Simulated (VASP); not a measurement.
A run of VASP 6.6.1 is set up as follows.

Contents of POSCAR:

```
ZnS
1.0
    4.0242401254      0.0000000000      0.0000000000
   -2.0121200627      3.4850941795      0.0000000000
    0.0000000000      0.0000000000      6.0454359906
Zn S
2 2
Direct
    0.3333333333      0.6666666667     -0.0016956143
    0.6666666667      0.3333333333      0.4983043857
    0.3333333333      0.6666666667      0.3866956143
    0.6666666667      0.3333333333      0.8866956143
```

INCAR.step1

```
SYSTEM = ZnS
PREC = Accurate
ENCUT = 520
ISMEAR = 0
SIGMA = 0.01
LREAL = .False.
LASPH = .True.
NELM = 100
NBANDS = 26
GGA = PE
ALGO = Normal
EDIFF = 1E-4
LWAVE = .True.
LCHARG = .False.
```

INCAR.step2

```
SYSTEM = ZnS
PREC = Accurate
ENCUT = 520
EDIFF = 1E-7
ISMEAR = 0
SIGMA = 0.01
LREAL = .False.
LASPH = .True.
NELM = 100
ALGO = Normal
ISIF = 2
LWAVE = .False.
LCHARG = .False.
METAGGA = R2SCAN
LMIXTAU = .True.
NBANDS = 26
ISTART = 1
```

File KPOINTS:

```
Automatic mesh
0
Gamma
  12 12 4
  0 0 0
```

Potentials or basis: VASP PAW PBE potentials, release 64 (Zn, S).

The run is started by

```sh
$ cat potpaw_PBE.64/Zn/POTCAR potpaw_PBE.64/S/POTCAR > POTCAR
$ cp INCAR.step1 INCAR
$ mpirun -np 1 vasp_std > vasp.out
$ cp INCAR.step2 INCAR
$ mpirun -np 1 vasp_std > vasp.out
```

Task: What does it give for the band gap on the k mesh?

Result: 2.30 eV.

Task: What does it give for the largest force?

Result: 0.005 eV/Å.

Task: Estimate the pressure.

Result: -5.0 GPa.

Stress tensor (GPa, compression positive):
```
-7.45  0.00  0.00
 0.00 -7.45  0.00
 0.00  0.00 -0.02
```

Caveat: the cell differs from its parent crystal (epitaxial xy strain +5.8%); the cell stands under tension; the PAW data sets were made with another functional, which shifts forces and pressure a little. A k mesh can miss the band edges.
